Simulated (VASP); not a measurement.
Crystal: SrAl2O2.

```
CELL_PARAMETERS angstrom
4.89184 0.00000 0.00000
0.00000 4.89184 0.00000
0.00000 0.00000 3.75934
ATOMIC_POSITIONS crystal
Sr 0.00000 0.00000 0.00000
Al 0.00000 0.50000 0.50000
Al 0.50000 0.00000 0.50000
O 0.00000 0.00000 0.50000
O 0.50000 0.50000 0.00000
```

The cell was generated, and may not be a known phase.

```yaml
Program: VASP 6.6.1
Task: relaxation of cell and atoms
Functional: PBE
Potentials_or_basis: VASP PAW PBE potentials, release 64 (Sr_sv, Al, O_h)
Cutoff: 1340 eV
k_mesh: 4 × 4 × 4
Occupations: gaussian, width 0.1 eV
Spin: no spin polarisation
```

At the start: pressure 22.1 GPa; volume 17.99 Å³/atom.

Problem. Where does the relaxation end?

Solution. Over 14 steps the energy falls by 1306.2 meV/atom and the volume is 17.53 Å³/atom (-2.6 %); space group P4/mmm (No. 123, to 0.1 Å) before and after.

Step by step:
```
step  energy change (eV)  largest force (eV/Å)  pressure (GPa)  volume (Å³)
   1              0.0000                0.0000           22.07        89.96
   2             -4.2237                0.0000           -8.01       122.31
   3             -4.3031                0.0000           -5.87       115.95
   4             -5.0997                0.0000           -4.92       104.56
   5             -5.7617                0.0000           17.70        72.36
   6             -6.0270                0.0000            0.22        88.26
   7             -6.1892                0.0000            6.52        80.19
   8             -6.3820                0.0000            6.90        81.06
   9             -6.4001                0.0000            6.57        80.97
  10             -6.4965                0.0000           -2.77        91.31
  11             -6.5293                0.0000           -0.02        87.64
  12             -6.5293                0.0000            0.10        87.50
  13             -6.5305                0.0000            0.08        87.57
  14             -6.5309                0.0000            0.16        87.65
```

Final structure:
```cif
data_structure
_symmetry_space_group_name_H-M 'P 1'
_symmetry_Int_Tables_number 1
_cell_length_a 3.8821
_cell_length_b 3.8821
_cell_length_c 5.8162
_cell_angle_alpha 90.000
_cell_angle_beta 90.000
_cell_angle_gamma 90.000
_cell_volume 87.65
loop_
_atom_site_label
_atom_site_type_symbol
_atom_site_fract_x
_atom_site_fract_y
_atom_site_fract_z
_atom_site_occupancy
Sr1 Sr 0.00000 0.00000 0.00000 1
Al1 Al 0.00000 0.50000 0.50000 1
Al2 Al 0.50000 0.00000 0.50000 1
O1 O 0.00000 0.00000 0.50000 1
O2 O 0.50000 0.50000 0.00000 1
```

Caveat: the k points lie up to 0.40 Å⁻¹ apart in the final cell, too coarse for converged energies and pressures of a metal; a cell axis changed by over 15 % at a fixed basis, so the end point is rough.
